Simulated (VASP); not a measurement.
# SiC (P6_3mc) in VASP: further runs, part 2 of 3

VASP 6.6.1.

**3. Electric field gradients, PBE (zz strain of -2 %)**

INCAR

```
SYSTEM = SiC
  PREC = Accurate
  ENCUT = 520
  EDIFF = 1E-8
  ISMEAR = -1
  SIGMA = 0.08
  LREAL = .FALSE.
  LASPH = .TRUE.
  NELM = 80
  ALGO = Normal
  ISIF = 2
  LWAVE = .FALSE.
  LCHARG = .FALSE.
  GGA = PE
  LEFG = .TRUE.
  NBANDS = 16
```

KPOINTS

```
regular mesh
0
G
  15 15 8
  0 0 0
```

POSCAR

```
SiC
1.0
    3.0759982064      0.0000000000      0.0000000000
   -1.5379991032      2.6638925888      0.0000000000
    0.0000000000      0.0000000000      4.9470400000
Si C
2 2
Direct
    0.3333333333      0.6666666667      0.0000000000
    0.6666666667      0.3333333333      0.5000000000
    0.3333333333      0.6666666667      0.3850000000
    0.6666666667      0.3333333333      0.8850000000
```

Potentials or basis: VASP PAW PBE potentials, release 64 (Si, C).

Command:

```sh
$ cat potpaw_PBE.64/Si/POTCAR potpaw_PBE.64/C/POTCAR > POTCAR
$ mpirun -np 1 vasp_std > vasp.out
```

OUTCAR:

```text
SYSTEM = SiC
   PREC = Accurate
   ENCUT = 520
   EDIFF = 1E-8
   ISMEAR = -1
   LREAL = .FALSE.
   LASPH = .TRUE.
   NELM = 80
   ISIF = 2
   GGA = PE

 ion  position               nearest neighbor table
   1  0.333  0.667  0.000-   4 1.86   4 1.86   4 1.86   3 1.90   2 3.05   2 3.05   2 3.05   2 3.05
                             2 3.05   2 3.05
   2  0.667  0.333  0.500-   3 1.86   3 1.86   3 1.86   4 1.90   1 3.05   1 3.05   1 3.05   1 3.05
                             1 3.05   1 3.05
   3  0.333  0.667  0.385-   2 1.86   2 1.86   2 1.86   1 1.90
   4  0.667  0.333  0.885-   1 1.86   1 1.86   1 1.86   2 1.90

  LATTYP: Found a hexagonal cell.
 ALAT       =     3.0759982064
 C/A-ratio  =     1.6082714189

  Lattice vectors:

 A1 = (   3.0759982064,   0.0000000000,   0.0000000000)
 A2 = (  -1.5379991032,   2.6638925888,   0.0000000000)
 A3 = (   0.0000000000,   0.0000000000,   4.9470400000)

Analysis of symmetry for initial positions (statically):
=====================================================================
 Subroutine PRICEL returns:
 Original cell was already a primitive cell.

 Routine SETGRP: Setting up the symmetry group for a
 hexagonal supercell.

 Subroutine GETGRP returns: Found 12 space group operations
 (whereof  6 operations were pure point group operations)
 out of a pool of 24 trial point group operations.

The static configuration has the point symmetry C_3v.
 The point group associated with its full space group is C_6v.

Analysis of symmetry for dynamics (positions and initial velocities):
=====================================================================
 Subroutine PRICEL returns:
 Original cell was already a primitive cell.

 Routine SETGRP: Setting up the symmetry group for a
 hexagonal supercell.

 Subroutine GETGRP returns: Found 12 space group operations
 (whereof  6 operations were pure point group operations)
 out of a pool of 24 trial point group operations.

The dynamic configuration has the point symmetry C_3v.
 The point group associated with its full space group is C_6v.

 Subroutine INISYM returns: Found 12 space group operations
 (whereof  6 operations are pure point group operations),
 and found     1 'primitive' translations

----------------------------------------------------------------------------------------

                                     Primitive cell

  volume of cell :      40.5367

  direct lattice vectors                    reciprocal lattice vectors
     3.075998206  0.000000000  0.000000000     0.325097719  0.187695255  0.000000000
    -1.537999103  2.663892589  0.000000000     0.000000000  0.375390511  0.000000000
     0.000000000  0.000000000  4.947040000     0.000000000  0.000000000  0.202141078

  length of vectors
     3.075998206  3.075998206  4.947040000     0.375390511  0.375390511  0.202141078

  position of ions in fractional coordinates (direct lattice)
     0.333333333  0.666666667  0.000000000
     0.666666667  0.333333333  0.500000000
     0.333333333  0.666666667  0.385000000
     0.666666667  0.333333333  0.885000000

  ion indices of the primitive-cell ions
   primitive index   ion index
                 1           1
                 2           2
                 3           3
[... 87 lines left out ...]
   EFERMI =   0.00;   METHOD = LEGACY
   ISMEAR =    -1;   SIGMA  =   0.08  broadening in eV -4-tet -1-fermi 0-gaus
   EFERMI_NEDOS =   21; number of points for ismear=-14 and -15
   IALGO  =     38    algorithm
   IMIX   =      4    mixing-type and parameters
     AMIX     =   0.40;   BMIX     =  1.00
     AMIX_MAG =   1.60;   BMIX_MAG =  1.00
  volume/ion in A,a.u.               =      10.13        68.39
  Fermi-wavevector in a.u.,A,eV,Ry     =   1.200878  2.269330 19.621058  1.442107
  Thomas-Fermi vector in A             =   2.336702
   LORBIT       =      0    0 simple, 1 ext, 2 COOP (PROOUT), +10 PAW based schemes
   GGA     = PE    functional components
   LHFCALC =     F    Hartree Fock is set to
   AEXX    =    0.0000 exact exchange contribution
   IVDW    =     0    specifies the selected vdW correction
   LEPSILON=     F    determine dielectric tensor
   LRPA    =     F    only Hartree local field effects (RPA)
 non-spin polarized calculation
  energy-cutoff  :      520.00
  volume of cell :       40.54
 maximum number of plane-waves:      1106
 NGX is ok and might be reduce to    24
   NGX = 11   NGY = 11   NGZ = 19

 number of electron      16.0000000 magnetization

 Free energy of the ion-electron system (eV)
  ---------------------------------------------------
  ext. energy  EPLUGINS =         0.00000000
  ---------------------------------------------------
  free energy    TOTEN  =       -30.03659384 eV

  energy without entropy =      -30.03659383  energy(sigma->0) =      -30.03659384

 E-fermi :   9.8558     XC(G=0): -11.4362

 val. band max:        8.7229738273   @ k =   0.0000   0.0000   0.0000
 cond. band min:      10.9776750501   @ k =   0.3333   0.3333   0.0000
 fundamental gap:      2.2547012227
 Fermi energy:         9.8557585808

 k-point     1 :       0.0000    0.0000    0.0000
  band No.  band energies     occupation
      1      -7.2434      2.00000
      2      -3.4891      2.00000
      3      -0.1442      2.00000
      4       6.9580      2.00000
      5       6.9580      2.00000
      6       8.3543      2.00000
[... 433 lines left out ...]
      3       1.1590      2.00000
      4       2.4216      2.00000
      5       2.7601      2.00000
      6       3.7541      2.00000
[... 8 lines left out ...]
     15      20.0803      0.00000
     16      20.4721      0.00000

 [... further k-points ...]
[... 5 lines left out ...]
  --------------------------------------------------------------------------------------
  -------------------------------------------------------------------------------------
  Total        1.5625675      1.5625675      2.9512855      0.0000000      0.0000000     -0.0000000
  in kB       61.7591293     61.7591293    116.6470056      0.0000000      0.0000000     -0.0000000
  external PRESSURE =      80.0550880 kB  Pullay stress =       0.0000000 kB

 VOLUME and BASIS-vectors are now :
 -----------------------------------------------------------------------------
  energy-cutoff  :      520.00
  volume of cell :       40.54
      direct lattice vectors                 reciprocal lattice vectors
     3.075998206  0.000000000  0.000000000     0.325097719  0.187695255  0.000000000
    -1.537999103  2.663892589  0.000000000     0.000000000  0.375390511  0.000000000
     0.000000000  0.000000000  4.947040000     0.000000000  0.000000000  0.202141078

 POSITION                                       TOTAL-FORCE (eV/Angst)
 -----------------------------------------------------------------------------------
     -0.00000      1.77593      0.00000         0.000000      0.000000      0.590665
      1.53800      0.88796      2.47352        -0.000000      0.000000      0.590665
     -0.00000      1.77593      1.90461         0.000000      0.000000     -0.590665
      1.53800      0.88796      4.37813         0.000000     -0.000000     -0.590665
 -----------------------------------------------------------------------------------
    total drift:                                0.000000      0.000000     -0.000232

  FREE ENERGIE OF THE ION-ELECTRON SYSTEM (eV)
  ---------------------------------------------------
  free  energy   TOTEN  =       -30.0365938422 eV

  energy  without entropy=      -30.0365938318  energy(sigma->0) =      -30.03659384

 Electric field gradients (V/A^2)
---------------------------------------------------------------------
 ion       V_xx      V_yy      V_zz      V_xy      V_xz      V_yz
---------------------------------------------------------------------
   1      -5.517    -5.517    11.034    -0.000     0.000    -0.000
   2      -5.517    -5.517    11.034    -0.000    -0.000     0.000
   3       0.023     0.023    -0.046    -0.000    -0.000     0.000
   4       0.023     0.023    -0.046    -0.000     0.000    -0.000
---------------------------------------------------------------------

 Electric field gradients after diagonalization (V/A^2)
 (convention: |V_zz| > |V_xx| > |V_yy|)
----------------------------------------------------------------------
 ion       V_xx      V_yy      V_zz     asymmetry (V_yy - V_xx)/ V_zz
----------------------------------------------------------------------
   1      -5.517    -5.517    11.034       0.000
   2      -5.517    -5.517    11.034       0.000
   3       0.023     0.023    -0.046       0.007
   4       0.023     0.023    -0.046       0.007
----------------------------------------------------------------------

           NMR quadrupolar parameters

 Cq : quadrupolar parameter    Cq=e*Q*V_zz/h
 eta: asymmetry parameters     (V_yy - V_xx)/ V_zz
 Q  : nuclear electric quadrupole moment in mb (millibarn)
----------------------------------------------------------------------
 ion       Cq(MHz)       eta       Q (mb)
----------------------------------------------------------------------
   1       0.027       0.000       1.000
   2       0.027       0.000       1.000
   3      -0.000       0.007       1.000
   4      -0.000       0.007       1.000
----------------------------------------------------------------------
```

OSZICAR:

```text
N       E                     dE             d eps       ncg     rms          rms(c)
DAV:   1     0.260016853032E+02    0.26002E+02   -0.71920E+03  4320   0.897E+02
DAV:   2    -0.313400856744E+02   -0.57342E+02   -0.52519E+02  6072   0.160E+02
DAV:   3    -0.338676746661E+02   -0.25276E+01   -0.25185E+01  5760   0.309E+01
DAV:   4    -0.338858221230E+02   -0.18147E-01   -0.18144E-01  5176   0.319E+00
DAV:   5    -0.338859960224E+02   -0.17390E-03   -0.17390E-03  5760   0.297E-01    0.128E+01
DAV:   6    -0.301400090151E+02    0.37460E+01   -0.66241E+00  5464   0.158E+01    0.580E+00
DAV:   7    -0.300546377284E+02    0.85371E-01   -0.11606E+00  6184   0.633E+00    0.253E+00
DAV:   8    -0.300377846149E+02    0.16853E-01   -0.48844E-02  4936   0.141E+00    0.635E-01
DAV:   9    -0.300362461717E+02    0.15384E-02   -0.76250E-03  5616   0.594E-01    0.122E-01
DAV:  10    -0.300365658583E+02   -0.31969E-03   -0.99945E-04  5248   0.183E-01    0.574E-02
DAV:  11    -0.300365922267E+02   -0.26368E-04   -0.93795E-05  5000   0.690E-02    0.133E-02
DAV:  12    -0.300365933656E+02   -0.11388E-05   -0.65473E-06  5720   0.160E-02    0.371E-03
DAV:  13    -0.300365938984E+02   -0.53284E-06   -0.42929E-07  5392   0.425E-03    0.274E-03
DAV:  14    -0.300365939097E+02   -0.11296E-07   -0.29048E-08  5768   0.110E-03    0.171E-03
DAV:  15    -0.300365938467E+02    0.63021E-07   -0.31017E-08  5352   0.105E-03    0.928E-05
DAV:  16    -0.300365938422E+02    0.44574E-08   -0.20501E-09  2680   0.304E-04
   1 F= -.30036594E+02 E0= -.30036594E+02  d E =-.103995E-07
```

Wall time 46 s (1 thread of Intel Xeon Platinum 8488C (Sapphire Rapids), shared host); peak memory 0.2 GiB.

What came out:

| Quantity | Value |
| --- | --- |
| Free energy | -30.0366 eV |
| Pressure | 8.0 GPa |
| Largest force | 0.591 eV/Å |
| Band gap on the k mesh | 2.25 eV, indirect (least direct gap 3.93 eV) |

Forces in eV/Å, atoms in the order of the input:
```
Si   0.000  0.000  0.591
Si   0.000  0.000  0.591
C    0.000  0.000 -0.591
C    0.000  0.000 -0.591
```

Electric field gradients, principal values (V/Å²):
```tsv
atom	least	middle	greatest (by size)
1 Si	-5.517	-5.517	11.034
2 Si	-5.517	-5.517	11.034
3 C	0.023	0.023	-0.046
4 C	0.023	0.023	-0.046
```

Caveat: the cell differs from its parent crystal (zz strain of -2 %); without QUAD_EFG the Cq values of the log hold for a quadrupole moment of 1 mb, not for the nuclei.

[end of part 2 of 3]
